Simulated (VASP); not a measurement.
Runs of VASP 6.6.1 on TiCo. The structure is cubic, space group Pm-3m (No. 221). Conventional cell: a = 2.986 Å, b = 2.986 Å, c = 2.986 Å, α = 90.00°, β = 90.00°, γ = 90.00°. Ti (site symmetry m-3m) has 8 Co at 2.59 Å and 6 Ti at 2.99 Å within 3.4 Å. Co (site symmetry m-3m) has 8 Ti at 2.59 Å and 6 Co at 2.99 Å within 3.4 Å. 

```csv
spin,fixed moment (μB),pressure (GPa),moment (μB)
"collinear, ferromagnetic start",1.5,-11.5,1.50
"collinear, zero start",0.0,-15.8,0.00
"collinear, ferromagnetic start",0.5,-15.4,0.50
"collinear, ferromagnetic start",2.5,-6.0,2.50
"collinear, ferromagnetic start",2.0,(a),2.00
"collinear, ferromagnetic start",1.0,(b),1.00
"collinear, ferromagnetic start",3.0,-1.6,3.00
```

Alike in all rows: task single point; level PBEsol+D3(BJ); potentials or basis VASP PAW PBE potentials, release 64 (Ti_sv, Co); cell as given; k mesh 5 × 5 × 5; cutoff (eV) 600; smearing methfessel-paxton 0.1 eV.

**Question.** Fill in the values left out.

**Answer.** (a) -8.9; (b) -13.1.

Caveats: all runs use coarse meshes; the PAW data sets were made with another functional, which shifts forces and pressure a little; the total moment is fixed, so each spin has its own Fermi level and the state may be an excited one (at least some runs); the total moment is fixed, so each spin has its own Fermi level (at least some runs).
